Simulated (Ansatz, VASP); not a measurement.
MgO: VASP beside Ansatz

```
Mg O
1.0
     3.52058    0.00000    0.00000
    -1.76029    3.04891    0.00000
     0.00000    0.00000    4.37678
Mg O
2 2
Direct
  0.66667 0.33333 0.75000
  0.33333 0.66667 0.25000
  0.66667 0.33333 0.25000
  0.33333 0.66667 0.75000
```

Alike in both runs: task single point; functional PBE; k mesh 9 × 9 × 6; occupations gaussian, width 0.05 eV; no spin polarisation.

```csv
,VASP,Ansatz
version,VASP 6.6.1,Ansatz 0.2.0
potentials or method,"VASP PAW PBE potentials, release 64 (Mg, O), cutoff 520 eV","scalar-relativistic, plane waves, PAW"
valence electrons in the cell,16,32
```

```csv
,VASP,Ansatz,Ansatz less VASP
gap on the k mesh at the Fermi level (eV),3.05,3.07,+0.021
least direct gap on the mesh (eV),3.05,3.07,+0.021
pressure (GPa),-4.1,-3.6,+0.56
"traceless stress, the component that is largest in VASP (GPa)",-2.74,-2.64,+0.107
```

The functional is the same, so the differences come from potentials, cutoffs and numerics. VASP's potentials hold 16 valence electrons a cell and Ansatz's 32, so a difference there can come from the potentials and not from the codes.
